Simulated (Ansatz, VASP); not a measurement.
Ca3Lu: VASP beside Ansatz

```xyz
4
Lattice="5.4323 0.0000 0.0000 0.0000 5.4323 0.0000 0.0000 0.0000 5.4323" Properties=species:S:1:pos:R:3 pbc="T T T"
Ca    2.7162    0.0000    0.0000
Ca    0.0000    2.7162    0.0000
Ca    0.0000    0.0000    2.7162
Lu    2.7162    2.7162    2.7162
```

Alike in both runs: task single point; functional PBE; k mesh 5 × 5 × 5; occupations fermi-dirac, width 0.05 eV; no spin polarisation.

|  | VASP | Ansatz |
| --- | --- | --- |
| version | VASP 6.6.1 | Ansatz 0.2.0 |
| potentials or method | VASP PAW PBE potentials, release 64 (Ca_sv, Lu), cutoff 520 eV | plane waves, PAW |
| valence electrons in the cell | 55 | 55 |

|  | VASP | Ansatz | Ansatz less VASP |
| --- | --- | --- | --- |
| pressure (GPa) | -0.8 | -0.8 | -0.02 |

Neither program's run includes spin-orbit coupling.
